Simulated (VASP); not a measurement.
# TiHg (P4/mmm) in VASP: further runs

Runs on TiHg. Level: LDA. Tasks: single point, relaxation of cell and atoms.

Program: VASP 6.6.1. These are calculated values, not measurements. Logs are shortened: lines on timing, memory, paths and dates and some standing lists are left out, and cuts for length are marked.

## 1. The cell of the first run

Symmetry: P4/mmm, No. 123, tetragonal system. Conventional cell: a = 2.929 Å, b = 2.929 Å, c = 4.026 Å, α = 90.00°, β = 90.00°, γ = 90.00°. Within 3.8 Å of Ti (site symmetry 4/mmm) lie 8 Hg at 2.89 Å and 4 Ti at 2.93 Å. Within 3.8 Å of Hg (site symmetry 4/mmm) lie 8 Ti at 2.89 Å and 4 Hg at 2.93 Å.

## 2. Single point, LDA

File INCAR:

```
SYSTEM = TiHg
ALGO = Normal
EDIFF = 1E-7
ENCUT = 520
ISIF = 2
ISMEAR = 0
LASPH = .True.
LCHARG = .False.
LREAL = .False.
LWAVE = .False.
NBANDS = 19
NELM = 100
PREC = Accurate
SIGMA = 0.1
```

File KPOINTS:

```
k-points
0
Gamma
  14 14 10
  0 0 0
```

File POSCAR:

```
TiHg
1.0
    2.9286546744      0.0000000000      0.0000000000
    0.0000000000      2.9286546744      0.0000000000
    0.0000000000      0.0000000000      4.0258925463
Ti Hg
1 1
Direct
    0.5000000000      0.5000000000      0.5000000000
    0.0000000000      0.0000000000      0.0000000000
```

Potentials or basis: VASP PAW LDA potentials, release 64 (Ti_sv, Hg).

Run with:

```sh
cat potpaw_LDA.64/Ti_sv/POTCAR potpaw_LDA.64/Hg/POTCAR > POTCAR
mpirun -np 1 vasp_std > vasp.out
```

OUTCAR:

```text
SYSTEM = TiHg
   EDIFF = 1E-7
   ENCUT = 520
   ISIF = 2
   ISMEAR = 0
   LASPH = .True.
   LREAL = .False.
   NELM = 100
   PREC = Accurate

 ion  position               nearest neighbor table
   1  0.500  0.500  0.500-   2 2.89   2 2.89   2 2.89   2 2.89   2 2.89   2 2.89   2 2.89   2 2.89

   2  0.000  0.000  0.000-   1 2.89   1 2.89   1 2.89   1 2.89   1 2.89   1 2.89   1 2.89   1 2.89

  LATTYP: Found a simple tetragonal cell.
 ALAT       =     2.9286546744
 C/A-ratio  =     1.3746559407

  Lattice vectors:

 A1 = (   2.9286546744,   0.0000000000,   0.0000000000)
 A2 = (   0.0000000000,   2.9286546744,   0.0000000000)
 A3 = (   0.0000000000,   0.0000000000,   4.0258925463)

Analysis of symmetry for initial positions (statically):
=====================================================================
 Subroutine PRICEL returns:
 Original cell was already a primitive cell.

 Routine SETGRP: Setting up the symmetry group for a
 simple tetragonal supercell.

 Subroutine GETGRP returns: Found 16 space group operations
 (whereof 16 operations were pure point group operations)
 out of a pool of 16 trial point group operations.

The static configuration has the point symmetry D_4h.

Analysis of symmetry for dynamics (positions and initial velocities):
=====================================================================
 Subroutine PRICEL returns:
 Original cell was already a primitive cell.

 Routine SETGRP: Setting up the symmetry group for a
 simple tetragonal supercell.

 Subroutine GETGRP returns: Found 16 space group operations
 (whereof 16 operations were pure point group operations)
 out of a pool of 16 trial point group operations.

The dynamic configuration has the point symmetry D_4h.

 Subroutine INISYM returns: Found 16 space group operations
 (whereof 16 operations are pure point group operations),
 and found     1 'primitive' translations

----------------------------------------------------------------------------------------

                                     Primitive cell

  volume of cell :      34.5302

  direct lattice vectors                    reciprocal lattice vectors
     2.928654674  0.000000000  0.000000000     0.341453709  0.000000000  0.000000000
     0.000000000  2.928654674  0.000000000     0.000000000  0.341453709  0.000000000
     0.000000000  0.000000000  4.025892546     0.000000000  0.000000000  0.248392124

[... 74 lines left out ...]
   PREC   = accura    normal or accurate (medium, high low for compatibility)
   ISTART =      0    job   : 0-new  1-cont  2-samecut
   ICHARG =      2    charge: 1-file 2-atom 10-const
   ISPIN  =      1    spin polarized calculation?
   LNONCOLLINEAR =      F non collinear calculations
   LSORBIT =      F    spin-orbit coupling
   LASPH  =      T    aspherical Exc in radial PAW
   ENCUT  =  520.0 eV  38.22 Ry    6.18 a.u.   5.45  5.45  7.49*2*pi/ulx,y,z
   NELM   =    100;   NELMIN=  2; NELMDL= -5     # of ELM steps
   EDIFF  = 0.1E-06   stopping-criterion for ELM
   LREAL  =      F    real-space projection
   EDIFFG = 0.1E-05   stopping-criterion for IOM
   NSW    =      0    number of steps for IOM
   IBRION =     -1    ionic relax: 0-MD 1-quasi-New 2-CG
   NFREE  =      0    steps in history (QN), initial steepest desc. (CG)
   ISIF   =      2    stress and relaxation
   ISYM   =      2    0-nonsym 1-usesym 2-fastsym
   POTIM  = 0.5000    time-step for ionic-motion
   TEBEG  =    0.0;   TEEND  =   0.0 temperature during run
   PSTRESS=    0.0 pullay stress
   NELECT =      24.0000    total number of electrons
   NUPDOWN=      -1.0000    fix difference up-down
   EMIN   =  10.00;   EMAX   =-10.00  energy-range for DOS
   EFERMI =   0.00;   METHOD = LEGACY
   ISMEAR =     0;   SIGMA  =   0.10  broadening in eV -4-tet -1-fermi 0-gaus
   EFERMI_NEDOS =   21; number of points for ismear=-14 and -15
   IALGO  =     38    algorithm
   IMIX   =      4    mixing-type and parameters
     AMIX     =   0.40;   BMIX     =  1.00
     AMIX_MAG =   1.60;   BMIX_MAG =  1.00
  volume/ion in A,a.u.               =      17.27       116.51
  Fermi-wavevector in a.u.,A,eV,Ry     =   1.450148  2.740383 28.612100  2.102930
  Thomas-Fermi vector in A             =   2.567794
   LORBIT       =      0    0 simple, 1 ext, 2 COOP (PROOUT), +10 PAW based schemes
   GGA     = CA    functional components
   LHFCALC =     F    Hartree Fock is set to
   AEXX    =    0.0000 exact exchange contribution
   IVDW    =     0    specifies the selected vdW correction
   LEPSILON=     F    determine dielectric tensor
   LRPA    =     F    only Hartree local field effects (RPA)
 non-spin polarized calculation
 Gauss-broadening in eV      SIGMA  =   0.10
  energy-cutoff  :      520.00
  volume of cell :       34.53
 maximum number of plane-waves:       947
 NGX is ok and might be reduce to    24
   NGX = 11   NGY = 11   NGZ = 15

 number of electron      24.0000004 magnetization

 Free energy of the ion-electron system (eV)
  ---------------------------------------------------
  ext. energy  EPLUGINS =         0.00000000
  ---------------------------------------------------
  free energy    TOTEN  =        -9.84575414 eV

  energy without entropy =       -9.83320178  energy(sigma->0) =       -9.83947796

 E-fermi :   6.8391     XC(G=0): -12.3784

 val. band max:        6.8380270207   @ k =   0.5000   0.1429   0.1000
 cond. band min:       6.8391966588   @ k =   0.4286   0.1429   0.1000
 fundamental gap:      0.0011696381
 Fermi energy:         6.8390904353

 k-point     1 :       0.0000    0.0000    0.0000
  band No.  band energies     occupation
      1     -49.4180      2.00000
      2     -26.2213      2.00000
      3     -25.8100      2.00000
      4     -25.8100      2.00000
      5      -3.0179      2.00000
      6      -2.1394      2.00000
[... 505 lines left out ...]
      6      -1.1876      2.00000
[... 11 lines left out ...]
     18      14.3132      0.00000
     19      16.3183      0.00000

 [... further k-points ...]
[... 5 lines left out ...]
  --------------------------------------------------------------------------------------
  -------------------------------------------------------------------------------------
  Total        0.2465606      0.2465606      0.2395578      0.0000000     -0.0000000      0.0000000
  in kB       11.4402539     11.4402539     11.1153286      0.0000000     -0.0000000      0.0000000
  external PRESSURE =      11.3319455 kB  Pullay stress =       0.0000000 kB

 VOLUME and BASIS-vectors are now :
 -----------------------------------------------------------------------------
  energy-cutoff  :      520.00
  volume of cell :       34.53
      direct lattice vectors                 reciprocal lattice vectors
     2.928654674  0.000000000  0.000000000     0.341453709  0.000000000  0.000000000
     0.000000000  2.928654674  0.000000000     0.000000000  0.341453709  0.000000000
     0.000000000  0.000000000  4.025892546     0.000000000  0.000000000  0.248392124

 POSITION                                       TOTAL-FORCE (eV/Angst)
 -----------------------------------------------------------------------------------
      1.46433      1.46433      2.01295         0.000000      0.000000      0.000000
      0.00000      0.00000      0.00000         0.000000      0.000000      0.000000
 -----------------------------------------------------------------------------------
    total drift:                                0.000000      0.000000     -0.000000

  FREE ENERGIE OF THE ION-ELECTRON SYSTEM (eV)
  ---------------------------------------------------
  free  energy   TOTEN  =        -9.8457541375 eV

  energy  without entropy=       -9.8332017767  energy(sigma->0) =       -9.83947796
```

stdout:

```text
POSCAR found type information on POSCAR TiHg
 POSCAR found :  2 types and       2 ions
 scaLAPACK will be used
 LDA part: xc-table for (Slater(with rela. corr.)+CA(PZ))
 , standard interpolation
 POSCAR, INCAR and KPOINTS ok, starting setup
 FFT: planning ... GRIDC
 FFT: planning ... GRID_SOFT
 FFT: planning ... GRID
 WAVECAR not read
 entering main loop
```

It took 59 s on 1 thread of AMD EPYC 9R45 (Zen 5), shared host; peak memory 0.22 GiB.

What came out:

```yaml
Free_energy: -9.8458 eV
Pressure: 1.1 GPa
Band_gap_on_the_k_mesh: zero (band 12 reaches 7.62 eV, above the bottom of band 13 at 6.34 eV)
```

Caveat: spin-orbit coupling is left out, which moves the levels of the heavy elements.

[end of part 1 of 2]
